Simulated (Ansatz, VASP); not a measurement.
**One calculation of SnO2, two programs**

```
Sn O
1.0
     4.82757    0.00000    0.00000
     0.00000    4.82757    0.00000
     0.00000    0.00000    3.23810
Sn O
2 4
Direct
  0.00000 0.00000 0.00000
  0.50000 0.50000 0.50000
  0.30658 0.30658 0.00000
  0.80658 0.19342 0.50000
  0.19342 0.80658 0.50000
  0.69342 0.69342 0.00000
```

Alike in both runs: task single point; functional r2SCAN; k mesh 6 × 6 × 10; occupations gaussian, width 0.05 eV; no spin polarisation.

|  | VASP | Ansatz |
| --- | --- | --- |
| version | VASP 6.6.1 | Ansatz 0.2.0 |
| potentials or method | VASP PAW PBE potentials, release 64 (Sn_d, O), cutoff 520 eV | scalar-relativistic, plane waves, PAW |
| valence electrons in the cell | 52 | 52 |

|  | VASP | Ansatz | Ansatz less VASP |
| --- | --- | --- | --- |
| gap on the k mesh at the Fermi level (eV) | 1.35 | 1.33 | -0.021 |
| least direct gap on the mesh (eV) | 1.35 | 1.33 | -0.021 |
| pressure (GPa) | -6.7 | -7.6 | -0.93 |
| traceless stress, the component that is largest in VASP (GPa) | -0.75 | -1.07 | -0.317 |
| rms of the force components (eV/Å) | 0.006 | 0.019 | +0.0137 |

VASP's potentials were made for PBE, not for r2SCAN. Atom by atom the forces differ by 0.014 eV/Å (rms over components).
